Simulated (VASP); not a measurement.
# SrCl2 (R3m) in VASP: notebook

SrCl2 is run at these levels: r2SCAN; tasks: single point.

Program: VASP 6.6.1. These are calculated values, not measurements. Logs are shortened: lines on timing, memory, paths and dates and some standing lists are left out, and cuts for length are marked.

## 1. The cell of the first run

The structure is trigonal, space group R3m (No. 160). Conventional cell: a = 4.171 Å, b = 4.171 Å, c = 18.957 Å, α = 90.00°, β = 90.00°, γ = 120.00°. Sr (site symmetry 3m) has 6 Cl at 2.92 Å within 3.8 Å. Within 3.8 Å of Cl (site symmetry 3m) lie 3 Sr at 2.92 Å and 1 Cl at 3.31 Å. Cl (site symmetry 3m) has 3 Sr at 2.92 Å and 4 Cl at 3.31 to 3.85 Å within 3.9 Å.

## 2. Single point, r2SCAN (uniaxial z strain +3.0%)

The input, POSCAR:

```
SrCl2
1.0
    2.0857437515      1.2042047164      6.3190999588
   -2.0857437515      1.2042047164      6.3190999588
    0.0000000000     -2.4084094327      6.3190999588
Sr Cl
1 2
Direct
    0.0001272575      0.0001272575      0.0001272575
    0.4205703067      0.4205703067      0.4205703067
    0.2459691025      0.2459691025      0.2459691025
```

The input, INCAR.step1:

```
ALGO     = Normal         # electronic algorithm
EDIFF    = 1E-4           # SCF threshold, eV
ENCUT    = 520            # plane-wave cutoff, eV
GGA      = PE             # functional
ISMEAR   = 0              # smearing method
LASPH    = T              # aspherical terms in the spheres
LCHARG   = F              # write CHGCAR
LREAL    = F              # projectors in reciprocal space
LWAVE    = T              # write WAVECAR
NBANDS   = 19             # bands
NELM     = 80             # most SCF steps
PREC     = Accurate       # precision mode
SIGMA    = 0.01           # smearing width, eV
```

The input, INCAR.step2:

```
ALGO     = Normal         # electronic algorithm
EDIFF    = 1E-7           # SCF threshold, eV
ENCUT    = 520            # plane-wave cutoff, eV
ISIF     = 2              # what is computed and relaxed
ISMEAR   = 0              # smearing method
ISTART   = 1            
LASPH    = T              # aspherical terms in the spheres
LCHARG   = F              # write CHGCAR
LMIXTAU  = T            
LREAL    = F              # projectors in reciprocal space
LWAVE    = F              # write WAVECAR
METAGGA  = R2SCAN         # meta-GGA
NBANDS   = 19             # bands
NELM     = 80             # most SCF steps
PREC     = Accurate       # precision mode
SIGMA    = 0.01           # smearing width, eV
```

The input, KPOINTS:

```
k-points
0
Gamma
  8 8 8
```

Potentials or basis: VASP PAW PBE potentials, release 64 (Sr_sv, Cl).

On the command line:

```
cat potpaw_PBE.64/Sr_sv/POTCAR potpaw_PBE.64/Cl/POTCAR > POTCAR
cp INCAR.step1 INCAR
mpirun -np 1 vasp_std > vasp.out
cp INCAR.step2 INCAR
mpirun -np 1 vasp_std > vasp.out
```

OUTCAR:

```text
EDIFF = 1E-7
   ENCUT = 520
   ISIF = 2
   ISMEAR = 0
   ISTART = 1
   LASPH = T
   LREAL = F
   METAGGA = R2SCAN
   NELM = 80
   PREC = Accurate

 ion  position               nearest neighbor table
   1  0.000  0.000  0.000-   2 2.92   2 2.92   2 2.92   3 2.92   3 2.92   3 2.92
   2  0.421  0.421  0.421-   1 2.92   1 2.92   1 2.92
   3  0.246  0.246  0.246-   1 2.92   1 2.92   1 2.92

  LATTYP: Found a trigonal (rhomboedric) cell.
 ALAT       =     6.7625039952
 COS(alpha) =     0.8097446716

  Lattice vectors:

 A1 = (   2.0857437515,   1.2042047164,   6.3190999588)
 A2 = (  -2.0857437515,   1.2042047164,   6.3190999588)
 A3 = (   0.0000000000,  -2.4084094327,   6.3190999588)

Analysis of symmetry for initial positions (statically):
=====================================================================
 Subroutine PRICEL returns:
 Original cell was already a primitive cell.

 Routine SETGRP: Setting up the symmetry group for a
 trigonal (rhombohedral) supercell.

 Subroutine GETGRP returns: Found  6 space group operations
 (whereof  6 operations were pure point group operations)
 out of a pool of 12 trial point group operations.

The static configuration has the point symmetry C_3v.

Analysis of symmetry for dynamics (positions and initial velocities):
=====================================================================
 Subroutine PRICEL returns:
 Original cell was already a primitive cell.

 Routine SETGRP: Setting up the symmetry group for a
 trigonal (rhombohedral) supercell.

 Subroutine GETGRP returns: Found  6 space group operations
 (whereof  6 operations were pure point group operations)
 out of a pool of 12 trial point group operations.

The dynamic configuration has the point symmetry C_3v.

 Subroutine INISYM returns: Found  6 space group operations
 (whereof  6 operations are pure point group operations),
 and found     1 'primitive' translations

----------------------------------------------------------------------------------------

                                     Primitive cell

  volume of cell :      95.2287

  direct lattice vectors                    reciprocal lattice vectors
[... 78 lines left out ...]
   NGXF,Y,Z  is equivalent  to a cutoff of  24.58, 24.58, 24.58 a.u.
 SYSTEM =  unknown system
   PREC   = accura    normal or accurate (medium, high low for compatibility)
   ISTART =      1    job   : 0-new  1-cont  2-samecut
   ICHARG =      0    charge: 1-file 2-atom 10-const
   ISPIN  =      1    spin polarized calculation?
   LNONCOLLINEAR =      F non collinear calculations
   LSORBIT =      F    spin-orbit coupling
   LASPH  =      T    aspherical Exc in radial PAW
   ENCUT  =  520.0 eV  38.22 Ry    6.18 a.u.  12.57 12.57 12.57*2*pi/ulx,y,z
   NELM   =     80;   NELMIN=  2; NELMDL=  0     # of ELM steps
   EDIFF  = 0.1E-06   stopping-criterion for ELM
   LREAL  =      F    real-space projection
   EDIFFG = 0.1E-05   stopping-criterion for IOM
   NSW    =      0    number of steps for IOM
   IBRION =     -1    ionic relax: 0-MD 1-quasi-New 2-CG
   NFREE  =      0    steps in history (QN), initial steepest desc. (CG)
   ISIF   =      2    stress and relaxation
   ISYM   =      2    0-nonsym 1-usesym 2-fastsym
   POTIM  = 0.5000    time-step for ionic-motion
   TEBEG  =    0.0;   TEEND  =   0.0 temperature during run
   PSTRESS=    0.0 pullay stress
   NELECT =      24.0000    total number of electrons
   NUPDOWN=      -1.0000    fix difference up-down
   EMIN   =  10.00;   EMAX   =-10.00  energy-range for DOS
   EFERMI =   0.00;   METHOD = LEGACY
   ISMEAR =     0;   SIGMA  =   0.01  broadening in eV -4-tet -1-fermi 0-gaus
   EFERMI_NEDOS =   21; number of points for ismear=-14 and -15
   IALGO  =     38    algorithm
   IMIX   =      4    mixing-type and parameters
     AMIX     =   0.40;   BMIX     =  1.00
     AMIX_MAG =   1.60;   BMIX_MAG =  1.00
  volume/ion in A,a.u.               =      31.74       214.21
  Fermi-wavevector in a.u.,A,eV,Ry     =   1.034084  1.954136 14.549126  1.069331
  Thomas-Fermi vector in A             =   2.168363
   LORBIT       =      0    0 simple, 1 ext, 2 COOP (PROOUT), +10 PAW based schemes
   METAGGA = R2SCAN    functional components
   LHFCALC =     F    Hartree Fock is set to
   AEXX    =    0.0000 exact exchange contribution
   IVDW    =     0    specifies the selected vdW correction
   LEPSILON=     F    determine dielectric tensor
   LRPA    =     F    only Hartree local field effects (RPA)
 non-spin polarized calculation
 Gauss-broadening in eV      SIGMA  =   0.01
  energy-cutoff  :      520.00
  volume of cell :       95.23
 maximum number of plane-waves:      2600
   NGX = 25   NGY = 25   NGZ = 25

 number of electron      24.0000000 magnetization

 Free energy of the ion-electron system (eV)
  ---------------------------------------------------
  ext. energy  EPLUGINS =         0.00000000
  ---------------------------------------------------
  free energy    TOTEN  =       -34.98069952 eV

  energy without entropy =      -34.98069952  energy(sigma->0) =      -34.98069952

 E-fermi :  -0.7343     XC(G=0):  -8.1736

 val. band max:       -0.8792324331   @ k =   0.0000   0.0000   0.0000
 cond. band min:       4.0787536383   @ k =   0.0000   0.0000   0.0000
 fundamental gap:      4.9579860714
 Fermi energy:        -0.7343417185

 k-point     1 :       0.0000    0.0000    0.0000
  band No.  band energies     occupation
      1     -35.2256      2.00000
      2     -16.8414      2.00000
      3     -16.5804      2.00000
      4     -16.5804      2.00000
      5     -14.6784      2.00000
      6     -13.8745      2.00000
[... 505 lines left out ...]
      6     -14.0488      2.00000
[... 11 lines left out ...]
     18       7.5136      0.00000
     19       9.1495      0.00000

 [... further k-points ...]
[... 5 lines left out ...]
  --------------------------------------------------------------------------------------
  -------------------------------------------------------------------------------------
  Total        0.2847700      0.2847700      0.0886595      0.0000000      0.0000000      0.0000000
  in kB        4.7911206      4.7911206      1.4916539      0.0000000      0.0000000      0.0000000
  external PRESSURE =       3.6912984 kB  Pullay stress =       0.0000000 kB

 VOLUME and BASIS-vectors are now :
 -----------------------------------------------------------------------------
  energy-cutoff  :      520.00
  volume of cell :       95.23
      direct lattice vectors                 reciprocal lattice vectors
     2.085743751  1.204204716  6.319099959     0.239722641  0.138403931  0.052750128
    -2.085743751  1.204204716  6.319099959    -0.239722641  0.138403931  0.052750128
     0.000000000 -2.408409433  6.319099959     0.000000000 -0.276807862  0.052750128

 POSITION                                       TOTAL-FORCE (eV/Angst)
 -----------------------------------------------------------------------------------
      0.00000      0.00000      0.00241         0.000000     -0.000000     -0.000927
      0.00000      0.00000      7.97288         0.000000      0.000000      0.007463
      0.00000      0.00000      4.66291         0.000000     -0.000000     -0.006536
 -----------------------------------------------------------------------------------
    total drift:                               -0.000000      0.000000     -0.000178

  FREE ENERGIE OF THE ION-ELECTRON SYSTEM (eV)
  ---------------------------------------------------
  free  energy   TOTEN  =       -34.9806995174 eV

  energy  without entropy=      -34.9806995174  energy(sigma->0) =      -34.98069952
```

OUTCAR.step1:

```text
EDIFF = 1E-4
   ENCUT = 520
   GGA = PE
   ISMEAR = 0
[... 754 lines left out ...]
      0.00000      0.00000      0.00241         0.000000     -0.000000     -0.002201
      0.00000      0.00000      7.97288         0.000000      0.000000      0.005459
      0.00000      0.00000      4.66291         0.000000     -0.000000     -0.003257
 -----------------------------------------------------------------------------------
    total drift:                                0.000000      0.000000     -0.000031

  FREE ENERGIE OF THE ION-ELECTRON SYSTEM (eV)
  ---------------------------------------------------
  free  energy   TOTEN  =       -12.1830967202 eV

  energy  without entropy=      -12.1830967202  energy(sigma->0) =      -12.18309672
```

Run time: 10 min. Hardware: 1 thread of Intel Xeon 6975P-C (Granite Rapids), shared host; peak memory 0.44 GiB.

What came out:

| Quantity | Value |
| --- | --- |
| Free energy | -34.9807 eV |
| Pressure | 0.4 GPa |
| Largest force | 0.007 eV/Å |
| Band gap on the k mesh | 4.96 eV, direct |

Forces on the atoms (eV/Å):
```
Sr   0.000  0.000 -0.001
Cl   0.000  0.000  0.007
Cl   0.000  0.000 -0.007
```

Levels at points of the mesh, in eV from the valence-band top:
```csv
k point,band 8,band 9,band 10,band 11,band 12,band 13,band 14,band 15,band 16,band 17
"(0.00, 0.00, 0.00)",-1.15,-1.15,-1.00,-1.00,0.00,4.96,6.82,7.13,7.13,7.72
"(0.50, 0.00, 0.00)",-1.94,-1.42,-1.38,-1.00,-0.31,5.05,7.52,8.17,8.79,8.95
"(0.50, 0.50, 0.00)",-1.85,-1.46,-1.20,-1.18,-0.58,4.99,7.51,8.17,8.72,9.05
"(0.50, 0.50, 0.50)",-1.25,-1.25,-0.91,-0.89,-0.89,5.64,6.55,7.03,7.03,7.62
```

Caveat: the cell differs from its parent crystal (uniaxial z strain +3.0%); the PAW data sets were made with another functional, which shifts forces and pressure a little. A k mesh can miss the band edges.

## 3. Single point, r2SCAN (strain +4.0%)

The input, POSCAR:

```
SrCl2
1.0
    2.1691735015      1.2523729050      6.3804504438
   -2.1691735015      1.2523729050      6.3804504438
    0.0000000000     -2.5047458101      6.3804504438
Sr Cl
1 2
Direct
    0.0001794934      0.0001794934      0.0001794934
    0.4180391759      0.4180391759      0.4180391759
    0.2484479974      0.2484479974      0.2484479974
```

The input, INCAR.step1:

```
PREC = Accurate
ENCUT = 520
ISMEAR = 0
SIGMA = 0.01
LREAL = False
LASPH = True
NELM = 80
NBANDS = 19
GGA = PE
ALGO = Normal
EDIFF = 1E-4
LWAVE = True
LCHARG = False
```

The input, INCAR.step2:

```
PREC = Accurate
ENCUT = 520
EDIFF = 1E-6
ISMEAR = 0
SIGMA = 0.01
LREAL = False
LASPH = True
NELM = 80
ALGO = Normal
ISIF = 2
LWAVE = False
LCHARG = False
METAGGA = R2SCAN
LMIXTAU = True
NBANDS = 19
ISTART = 1
```

The input, KPOINTS:

```
Automatic mesh
0
Gamma
  8 8 8
```

Potentials or basis: VASP PAW PBE potentials, release 64 (Sr_sv, Cl).

On the command line:

```
cat potpaw_PBE.64/Sr_sv/POTCAR potpaw_PBE.64/Cl/POTCAR > POTCAR
cp INCAR.step1 INCAR
mpirun -np 1 vasp_std > vasp.out
cp INCAR.step2 INCAR
mpirun -np 1 vasp_std > vasp.out
```

OUTCAR:

```text
PREC = Accurate
   ENCUT = 520
   EDIFF = 1E-6
   ISMEAR = 0
   LREAL = False
   LASPH = True
   NELM = 80
   ISIF = 2
   METAGGA = R2SCAN
   ISTART = 1

 ion  position               nearest neighbor table
   1  0.000  0.000  0.000-   2 2.98   2 2.98   2 2.98   3 2.99   3 2.99   3 2.99
   2  0.418  0.418  0.418-   1 2.98   1 2.98   1 2.98
   3  0.248  0.248  0.248-   1 2.99   1 2.99   1 2.99

  LATTYP: Found a trigonal (rhomboedric) cell.
 ALAT       =     6.8544802457
[... 197 lines left out ...]
      4     -17.2641      2.00000
      5     -15.0044      2.00000
      6     -14.3429      2.00000
[... 505 lines left out ...]
      6     -14.4611      2.00000
[... 11 lines left out ...]
     18       6.7943      0.00000
     19       8.2383      0.00000

 [... further k-points ...]
[... 5 lines left out ...]
  --------------------------------------------------------------------------------------
  -------------------------------------------------------------------------------------
  Total       -1.2001080     -1.2001080     -0.1655405      0.0000000      0.0000000      0.0000000
  in kB      -18.4884446    -18.4884446     -2.5502587      0.0000000      0.0000000      0.0000000
  external PRESSURE =     -13.1757159 kB  Pullay stress =       0.0000000 kB

 VOLUME and BASIS-vectors are now :
 -----------------------------------------------------------------------------
  energy-cutoff  :      520.00
  volume of cell :      104.00
      direct lattice vectors                 reciprocal lattice vectors
     2.169173501  1.252372905  6.380450444     0.230502539  0.133080703  0.052242915
    -2.169173501  1.252372905  6.380450444    -0.230502539  0.133080703  0.052242915
     0.000000000 -2.504745810  6.380450444     0.000000000 -0.266161406  0.052242915

 POSITION                                       TOTAL-FORCE (eV/Angst)
 -----------------------------------------------------------------------------------
      0.00000     -0.00000      0.00344         0.000000      0.000000     -0.000744
      0.00000     -0.00000      8.00183         0.000000     -0.000000      0.007163
      0.00000     -0.00000      4.75563         0.000000      0.000000     -0.006420
 -----------------------------------------------------------------------------------
    total drift:                               -0.000000     -0.000000     -0.000592

  FREE ENERGIE OF THE ION-ELECTRON SYSTEM (eV)
  ---------------------------------------------------
  free  energy   TOTEN  =       -34.9466052044 eV

  energy  without entropy=      -34.9466052044  energy(sigma->0) =      -34.94660520
```

OUTCAR.step1:

```text
PREC = Accurate
   ENCUT = 520
   ISMEAR = 0
   LREAL = False
   LASPH = True
[... 754 lines left out ...]
      0.00000     -0.00000      0.00344         0.000000      0.000000     -0.002200
      0.00000     -0.00000      8.00183         0.000000     -0.000000      0.007156
      0.00000     -0.00000      4.75563         0.000000      0.000000     -0.004956
 -----------------------------------------------------------------------------------
    total drift:                               -0.000000     -0.000000     -0.000093

  FREE ENERGIE OF THE ION-ELECTRON SYSTEM (eV)
  ---------------------------------------------------
  free  energy   TOTEN  =       -12.1810998486 eV

  energy  without entropy=      -12.1810998486  energy(sigma->0) =      -12.18109985
```

OSZICAR.step1:

```text
N       E                     dE             d eps       ncg     rms          rms(c)
DAV:   1     0.148277866674E+03    0.14828E+03   -0.10952E+04  2470   0.110E+03
DAV:   2    -0.156406165189E+01   -0.14984E+03   -0.14595E+03  3232   0.220E+02
DAV:   3    -0.122513877518E+02   -0.10687E+02   -0.10649E+02  3140   0.589E+01
DAV:   4    -0.126466218484E+02   -0.39523E+00   -0.39466E+00  4397   0.977E+00
DAV:   5    -0.126497125891E+02   -0.30907E-02   -0.30903E-02  3366   0.753E-01    0.126E+01
DAV:   6    -0.121787372727E+02    0.47098E+00   -0.91575E-01  3007   0.500E+00    0.828E+00
DAV:   7    -0.121743494668E+02    0.43878E-02   -0.54117E-01  3297   0.412E+00    0.218E+00
DAV:   8    -0.121781585558E+02   -0.38091E-02   -0.81811E-02  2791   0.153E+00    0.584E-01
DAV:   9    -0.121791116868E+02   -0.95313E-03   -0.27214E-03  3134   0.320E-01    0.234E-01
DAV:  10    -0.121807858865E+02   -0.16742E-02   -0.12093E-03  2599   0.198E-01    0.407E-02
DAV:  11    -0.121810278844E+02   -0.24200E-03   -0.12800E-04  3069   0.625E-02    0.285E-02
DAV:  12    -0.121810998486E+02   -0.71964E-04   -0.45815E-05  2142   0.381E-02
   1 F= -.12181100E+02 E0= -.12181100E+02  d E =-.563918E-12
```

Run time: 12 min. Hardware: 1 thread of Intel Xeon 6975P-C (Granite Rapids), shared host; peak memory 0.47 GiB.

Results:

- Free energy: -34.9466 eV
- Pressure: -1.3 GPa
- Largest force: 0.007 eV/Å
- Band gap on the k mesh: 4.65 eV, direct

Forces on the atoms (eV/Å):
```
Sr   0.000  0.000 -0.001
Cl   0.000  0.000  0.007
Cl   0.000  0.000 -0.006
```

Levels at points of the mesh, in eV from the valence-band top:
| k point | band 9 | band 10 | band 11 | band 12 | band 13 | band 14 | band 15 | band 16 |
| --- | --- | --- | --- | --- | --- | --- | --- | --- |
| (0.00, 0.00, 0.00) | -1.31 | -1.08 | -1.08 | 0.00 | 4.65 | 6.71 | 6.96 | 6.96 |
| (0.50, 0.00, 0.00) | -1.43 | -1.40 | -1.17 | -0.25 | 5.02 | 7.19 | 7.62 | 8.26 |
| (0.50, 0.50, 0.00) | -1.50 | -1.33 | -1.23 | -0.47 | 4.96 | 7.21 | 7.67 | 8.20 |
| (0.50, 0.50, 0.50) | -1.39 | -0.99 | -0.99 | -0.75 | 5.28 | 6.50 | 6.87 | 6.87 |

Caveat: the cell differs from its parent crystal (strain +4.0%); the PAW data sets were made with another functional, which shifts forces and pressure a little. A k mesh can miss the band edges.
